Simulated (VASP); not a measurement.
A run of VASP 6.6.1 is set up as follows.

File INCAR:

```
SYSTEM = CdSe
PREC     = Accurate       ! precision mode
ENCUT    = 520            ! plane-wave cutoff, eV
EDIFF    = 1E-7           ! SCF threshold, eV
ISMEAR   = -1             ! smearing method
SIGMA    = 0.08           ! smearing width, eV
LREAL    = .FALSE.        ! projectors in reciprocal space
LASPH    = .TRUE.         ! aspherical terms in the spheres
NELM     = 80             ! most SCF steps
ALGO     = Normal         ! electronic algorithm
ISIF     = 2              ! what is computed and relaxed
LWAVE    = .FALSE.        ! write WAVECAR
LCHARG   = .FALSE.        ! write CHGCAR
GGA      = PE             ! functional
NBANDS   = 16             ! bands
```

File KPOINTS:

```
regular mesh
0
G
  11 11 11
  0 0 0
```

File POSCAR:

```
CdSe
1.0
    0.0000000000      3.0989373601      3.0989373601
    3.0989373601      0.0000000000      3.0989373601
    3.0989373601      3.0989373601      0.0000000000
Cd Se
1 1
Direct
    0.0000000000      0.0000000000      0.0000000000
    0.2500000000      0.2500000000      0.2500000000
```

Potentials or basis: VASP PAW PBE potentials, release 64 (Cd, Se).

Launch:

```sh
$ cat potpaw_PBE.64/Cd/POTCAR potpaw_PBE.64/Se/POTCAR > POTCAR
$ mpirun -np 1 vasp_std > vasp.out
```

What does it give for the band gap on the k mesh?

0.49 eV.

What does it give for the pressure?

0.2 GPa.
